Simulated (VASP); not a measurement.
Input of a VASP 6.6.1 run:

INCAR

```
SYSTEM = Si
PREC = Accurate ; ENCUT = 520
EDIFF = 1E-6 ; ISMEAR = 0
SIGMA = 0.05 ; LREAL = .FALSE.
LASPH = .TRUE. ; NELM = 100
ALGO = Normal ; ISIF = 2
LWAVE = .FALSE. ; LCHARG = .FALSE.
GGA = CA ; NBANDS = 11
```

KPOINTS

```
Automatic mesh
0
G
  12 12 12
  0 0 0
```

File POSCAR:

```
Si
1.0
    0.0000000000      2.7784469105      2.8425908853
    2.4813590270      0.0000000000      2.8425908853
    2.4813590270      2.7784469105      0.0000000000
Si
2
Direct
    0.5000000000      0.5000000000      0.5000000000
    0.7500000000      0.7500000000      0.7500000000
```

Potentials or basis: VASP PAW LDA potentials, release 64 (Si).

Run with:

```bash
$ cat potpaw_LDA.64/Si/POTCAR > POTCAR
$ mpirun -np 1 vasp_std > vasp.out
```

Q: Estimate the pressure.

A: -0.1 GPa.

Q: What does it give for the band gap on the k mesh?

A: Zero (band 4 reaches 6.52 eV, above the bottom of band 5 at 5.71 eV).

Stress tensor (GPa, compression positive):
```
 5.56  0.00  0.00
 0.00 -1.46  0.00
 0.00  0.00 -4.55
```

Caveat: the cell differs from its parent crystal (strain +e along x and -e along y -0.0550, strain +e along z and -e/2 along x and y +0.0525).
